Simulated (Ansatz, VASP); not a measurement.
In: VASP beside Ansatz

Contents of INCAR:

```
SYSTEM = In
ALGO = Normal
EDIFF = 1E-6
ENCUT = 500
GGA = CA
GGA_COMPAT = .FALSE.
ISIF = 2
ISMEAR = -1
LASPH = .TRUE.
LCHARG = .FALSE.
LREAL = .FALSE.
LWAVE = .FALSE.
NBANDS = 12
NELM = 120
PREC = Accurate
SIGMA = 0.1
```

KPOINTS

```
k-points
0
G
  17 17 17
  0 0 0
```

The input POSCAR:

```
In
1.0
   -1.5533484685      1.5533484685      1.5533484685
    1.5533484685     -1.5533484685      1.5533484685
    1.5533484685      1.5533484685     -1.5533484685
In
1
Direct
    0.0000000000      0.0000000000      0.0000000000
```

Input for Ansatz:

```yaml
crystal:
  lattice:
    - [-1.5533484685, 1.5533484685, 1.5533484685]
    - [1.5533484685, -1.5533484685, 1.5533484685]
    - [1.5533484685, 1.5533484685, -1.5533484685]
  atoms:
    - { symbol: In, position: [0.0, 0.0, 0.0] }
kpoints:
  mp_grid: { grid: [17, 17, 17] }
scf:
  occupations: { method: fermi_dirac, width: 0.1 }
hamiltonian:
  xc: lda
  pseudopotentials: { kind: paw }
output:
  forces: true
  stress: true
  eigenvalues: true
```

Change from the starting cell: volume scaled by 0.603, to set the pressure.

Alike in both runs: task single point; functional LDA; k mesh 17 × 17 × 17; occupations fermi-dirac, width 0.1 eV; no spin polarisation.

|  | VASP | Ansatz |
| --- | --- | --- |
| version | VASP 6.6.1 | Ansatz 0.2.0 |
| potentials or method | VASP PAW LDA potentials, release 64 (In_d) | PAW with Ansatz's default frozen-core files, scalar-relativistic |
| plane-wave cutoff (eV) | 500 | 420 |
| valence electrons in the cell | 13 | 13 |

```tsv
	VASP	Ansatz	Ansatz less VASP
pressure (GPa)	91.5	90.5	-0.96
```

LDA's correlation is that of Perdew and Zunger in VASP and of Perdew and Wang (1992) in Ansatz. Both programs put the cell under a high pressure, so it lies far from rest at this level.

Noted on VASP's run: the cell as given lies far from equilibrium.
